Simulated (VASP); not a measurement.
Set up this calculation in VASP 6.6.1, as the native input.

| Property | Result |
| --- | --- |
| Task | single point |
| Functional | r2SCAN |
| Potentials or basis | VASP PAW PBE potentials, release 64 (Mg, O) |
| Cutoff | 520 eV |
| k mesh | 6 × 6 × 6 |
| Occupations | gaussian, width 0.05 eV |
| Spin | no spin polarisation |
| Dipole correction | no |
| Further INCAR settings | ALGO = Normal; EDIFF = 1e-07; NBANDS = 16 |

MgO:

```xyz
4
Lattice="3.4841 0.0000 0.0000 -1.7421 3.0173 0.0000 0.0000 0.0000 4.1857" Properties=species:S:1:pos:R:3 pbc="T T T"
Mg    1.7421    1.0058    3.1393
Mg    0.0000    2.0115    1.0464
O     1.7421    0.9018    0.9383
O     0.0000    2.0115    3.1393
```

This cell differs from its parent crystal: atom 3 (O) moved +0.150 Å towards its neighbour atom 4 (O) at 2.903 Å.

These files were run (other wordings do the same):

POSCAR

```
MgO
1.0
    3.4841042127      0.0000000000      0.0000000000
   -1.7420521064      3.0173227576      0.0000000000
    0.0000000000      0.0000000000      4.1856875957
Mg O
2 2
Direct
    0.6666666667      0.3333333333      0.7500000000
    0.3333333333      0.6666666667      0.2500000000
    0.6494419945      0.2988839890      0.2241629918
    0.3333333333      0.6666666667      0.7500000000
```

INCAR.step1

```
SYSTEM = MgO
PREC = Accurate
ENCUT = 520
ISMEAR = 0
SIGMA = 0.05
LREAL = .False.
LASPH = .True.
NELM = 100
NBANDS = 16
GGA = PE
ALGO = Normal
EDIFF = 1E-4
LWAVE = .True.
LCHARG = .False.
```

INCAR.step2

```
SYSTEM = MgO
PREC = Accurate
ENCUT = 520
EDIFF = 1E-7
ISMEAR = 0
SIGMA = 0.05
LREAL = .False.
LASPH = .True.
NELM = 100
ALGO = Normal
ISIF = 2
LWAVE = .False.
LCHARG = .False.
METAGGA = R2SCAN
LMIXTAU = .True.
NBANDS = 16
ISTART = 1
```

KPOINTS

```
Automatic mesh
0
Gamma
  6 6 6
  0 0 0
```

Potentials or basis: VASP PAW PBE potentials, release 64 (Mg, O).

Command:

```bash
$ cat potpaw_PBE.64/Mg/POTCAR potpaw_PBE.64/O/POTCAR > POTCAR
$ cp INCAR.step1 INCAR
$ mpirun -np 1 vasp_std > vasp.out
$ cp INCAR.step2 INCAR
$ mpirun -np 1 vasp_std > vasp.out
```

Results of the run:

The pressure is 0.4 GPa and the largest force is 1.862 eV/Å. The band gap on the k mesh is 4.06 eV, direct.

Caveat: the cell differs from its parent crystal (atom 3 (O) moved +0.150 Å towards its neighbour atom 4 (O) at 2.903 Å); the PAW data sets were made with another functional, which shifts forces and pressure a little.

It took 3.3 min on 1 thread of Intel Xeon 8259CL (shared host), peak memory 0.19 GiB.
